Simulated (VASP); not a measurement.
# CaO (I4/mmm) in VASP: a series of runs

CaO is run at these levels: r2SCAN; tasks: single point.

All numbers are computed with VASP 6.6.1; they aren't measurements. Logs are shortened: lines on timing, memory, paths and dates and some standing lists are left out, and cuts for length are marked.

### Step 1. The cell of the first run

It takes space group I4/mmm (No. 139, tetragonal). The conventional cell has a = 3.411 Å, b = 3.411 Å, c = 4.971 Å, α = 90.00°, β = 90.00°, γ = 90.00°. Ca (site symmetry 4/mmm) has 6 O at 2.41 to 2.49 Å within 3.2 Å. Within 3.2 Å of O (site symmetry 4/mmm) lie 6 Ca at 2.41 to 2.49 Å.

### Step 2. Single point, r2SCAN (strain -0.015 along x and y, +0.015 along z)

POSCAR reads:

```
CaO
1.0
    0.0000000000      2.4122650000      2.4857350000
    2.4122650000      0.0000000000      2.4857350000
    2.4122650000      2.4122650000      0.0000000000
Ca O
1 1
Direct
    0.0000000000      0.0000000000      0.0000000000
    0.5000000000      0.5000000000      0.5000000000
```

INCAR.step1 reads:

```
SYSTEM = CaO
ALGO = Normal
EDIFF = 1E-4
ENCUT = 520
GGA = PE
ISMEAR = 0
LASPH = .True.
LCHARG = .False.
LREAL = .False.
LWAVE = .True.
NBANDS = 15
NELM = 80
PREC = Accurate
SIGMA = 0.05
```

INCAR.step2 reads:

```
SYSTEM = CaO
ALGO = Normal
EDIFF = 1E-6
ENCUT = 520
ISIF = 2
ISMEAR = 0
ISTART = 1
LASPH = .True.
LCHARG = .True.
LELF = .True.
LMIXTAU = .True.
LREAL = .False.
LVHAR = .True.
LWAVE = .False.
METAGGA = R2SCAN
NBANDS = 15
NELM = 80
PREC = Accurate
SIGMA = 0.05
```

KPOINTS reads:

```
k-points
0
Gamma
  8 8 8
  0 0 0
```

Potentials or basis: VASP PAW PBE potentials, release 64 (Ca_sv, O).

The run is started by

```
$ cat potpaw_PBE.64/Ca_sv/POTCAR potpaw_PBE.64/O/POTCAR > POTCAR
$ cp INCAR.step1 INCAR
$ mpirun -np 1 vasp_std > vasp.out
$ cp INCAR.step2 INCAR
$ mpirun -np 1 vasp_std > vasp.out
```

OUTCAR:

```text
SYSTEM = CaO
   EDIFF = 1E-6
   ENCUT = 520
   ISIF = 2
   ISMEAR = 0
   ISTART = 1
   LASPH = .True.
   LREAL = .False.
   METAGGA = R2SCAN
   NELM = 80
   PREC = Accurate

 ion  position               nearest neighbor table
   1  0.000  0.000  0.000-   2 2.41   2 2.41   2 2.41   2 2.41   2 2.49   2 2.49
   2  0.500  0.500  0.500-   1 2.41   1 2.41   1 2.41   1 2.41   1 2.49   1 2.49

  LATTYP: Found a body centered tetragonal cell.
 ALAT       =     3.4114578790
 C/A-ratio  =     1.4572860567

  Lattice vectors:

 A1 = (  -2.4122650000,   0.0000000000,   2.4857350000)
 A2 = (   2.4122650000,   0.0000000000,   2.4857350000)
 A3 = (   0.0000000000,   2.4122650000,  -2.4857350000)

Analysis of symmetry for initial positions (statically):
=====================================================================
 Subroutine PRICEL returns:
 Original cell was already a primitive cell.

 Routine SETGRP: Setting up the symmetry group for a
 body centered tetragonal supercell.

 Subroutine GETGRP returns: Found 16 space group operations
 (whereof 16 operations were pure point group operations)
 out of a pool of 16 trial point group operations.

The static configuration has the point symmetry D_4h.

Analysis of symmetry for dynamics (positions and initial velocities):
=====================================================================
 Subroutine PRICEL returns:
 Original cell was already a primitive cell.

 Routine SETGRP: Setting up the symmetry group for a
 body centered tetragonal supercell.

 Subroutine GETGRP returns: Found 16 space group operations
 (whereof 16 operations were pure point group operations)
 out of a pool of 16 trial point group operations.

The dynamic configuration has the point symmetry D_4h.

 Subroutine INISYM returns: Found 16 space group operations
 (whereof 16 operations are pure point group operations),
 and found     1 'primitive' translations

----------------------------------------------------------------------------------------

                                     Primitive cell

  volume of cell :      28.9291

  direct lattice vectors                    reciprocal lattice vectors
     0.000000000  2.412265000  2.485735000    -0.207274076  0.207274076  0.201147749
     2.412265000  0.000000000  2.485735000     0.207274076 -0.207274076  0.201147749
     2.412265000  2.412265000  0.000000000     0.207274076  0.207274076 -0.201147749

  length of vectors
     3.463798626  3.463798626  3.411457879     0.355507387  0.355507387  0.355507387

  position of ions in fractional coordinates (direct lattice)
     0.000000000  0.000000000  0.000000000
     0.500000000  0.500000000  0.500000000

  ion indices of the primitive-cell ions
[... 84 lines left out ...]
   TEBEG  =    0.0;   TEEND  =   0.0 temperature during run
   PSTRESS=    0.0 pullay stress
   NELECT =      16.0000    total number of electrons
   NUPDOWN=      -1.0000    fix difference up-down
   EMIN   =  10.00;   EMAX   =-10.00  energy-range for DOS
   EFERMI =   0.00;   METHOD = LEGACY
   ISMEAR =     0;   SIGMA  =   0.05  broadening in eV -4-tet -1-fermi 0-gaus
   EFERMI_NEDOS =   21; number of points for ismear=-14 and -15
   IALGO  =     38    algorithm
   IMIX   =      4    mixing-type and parameters
     AMIX     =   0.40;   BMIX     =  1.00
     AMIX_MAG =   1.60;   BMIX_MAG =  1.00
  volume/ion in A,a.u.               =      14.46        97.61
  Fermi-wavevector in a.u.,A,eV,Ry     =   1.343806  2.539425 24.569595  1.805814
  Thomas-Fermi vector in A             =   2.471850
   LORBIT       =      0    0 simple, 1 ext, 2 COOP (PROOUT), +10 PAW based schemes
   METAGGA = R2SCAN    functional components
   LHFCALC =     F    Hartree Fock is set to
   AEXX    =    0.0000 exact exchange contribution
   IVDW    =     0    specifies the selected vdW correction
   LEPSILON=     F    determine dielectric tensor
   LRPA    =     F    only Hartree local field effects (RPA)
 non-spin polarized calculation
 Gauss-broadening in eV      SIGMA  =   0.05
  energy-cutoff  :      520.00
  volume of cell :       28.93
 maximum number of plane-waves:       795
 NGX is ok and might be reduce to    28
   NGX = 13   NGY = 13   NGZ = 13

 number of electron      16.0000003 magnetization

 Free energy of the ion-electron system (eV)
  ---------------------------------------------------
  ext. energy  EPLUGINS =         0.00000000
  ---------------------------------------------------
  free energy    TOTEN  =       -19.43282604 eV

  energy without entropy =      -19.43282604  energy(sigma->0) =      -19.43282604

 E-fermi :   2.1644     XC(G=0): -10.8567

 val. band max:        1.8089290767   @ k =   0.0000   0.0000   0.0000
 cond. band min:       5.9570789663   @ k =   0.5000   0.0000   0.5000
 fundamental gap:      4.1481498896
 Fermi energy:         2.1643695594

 k-point     1 :       0.0000    0.0000    0.0000
  band No.  band energies     occupation
      1     -37.4404      2.00000
      2     -17.3781      2.00000
      3     -17.3501      2.00000
      4     -17.3501      2.00000
      5     -14.6082      2.00000
      6       1.7504      2.00000
      7       1.8089      2.00000
      8       1.8089      2.00000
      9       6.8470      0.00000
     10       8.4128      0.00000
     11       8.6060      0.00000
     12       8.6061      0.00000
     13       9.9656      0.00000
     14      10.1969      0.00000
[... 401 lines left out ...]
      2     -18.1373      2.00000
      3     -17.4499      2.00000
      4     -17.4138      2.00000
      5     -13.7742      2.00000
      6      -0.1664      2.00000
      7       0.8663      2.00000
      8       1.0465      2.00000
      9       8.1777      0.00000
     10       9.6751      0.00000
     11      10.3941      0.00000
     12      10.4897      0.00000
     13      11.5525      0.00000
     14      12.6166      0.00000
     15      17.4879      0.00000

 [... further k-points ...]
[... 5 lines left out ...]
  --------------------------------------------------------------------------------------
  -------------------------------------------------------------------------------------
  Total       -0.4926702     -0.4926702     -1.2116820      0.0000000      0.0000000     -0.0000000
  in kB      -27.2855047    -27.2855047    -67.1064672      0.0000000      0.0000000     -0.0000000
  external PRESSURE =     -40.5591588 kB  Pullay stress =       0.0000000 kB

 VOLUME and BASIS-vectors are now :
 -----------------------------------------------------------------------------
  energy-cutoff  :      520.00
  volume of cell :       28.93
      direct lattice vectors                 reciprocal lattice vectors
     0.000000000  2.412265000  2.485735000    -0.207274076  0.207274076  0.201147749
     2.412265000  0.000000000  2.485735000     0.207274076 -0.207274076  0.201147749
     2.412265000  2.412265000  0.000000000     0.207274076  0.207274076 -0.201147749

 POSITION                                       TOTAL-FORCE (eV/Angst)
 -----------------------------------------------------------------------------------
      0.00000      0.00000      0.00000         0.000000     -0.000000     -0.000000
      2.41227      2.41227      2.48574        -0.000000      0.000000      0.000000
 -----------------------------------------------------------------------------------
    total drift:                                0.000000      0.000000      0.000000

  FREE ENERGIE OF THE ION-ELECTRON SYSTEM (eV)
  ---------------------------------------------------
  free  energy   TOTEN  =       -19.4328260429 eV

  energy  without entropy=      -19.4328260429  energy(sigma->0) =      -19.43282604
```

Run time: 2.3 min. Hardware: 1 thread of Intel Xeon 8259CL, shared host; peak memory 0.18 GiB.

Results:

```
Free energy            : -19.4328 eV
Pressure               : -4.1 GPa
Band gap on the k mesh : 4.15 eV (least direct gap 4.55 eV)
```

Caveat: the cell differs from its parent crystal (strain -0.015 along x and y, +0.015 along z); the cell stands under tension; the PAW data sets were made with another functional, which shifts forces and pressure a little. A k mesh can miss the band edges.

(Part 1 of 2 ends here.)
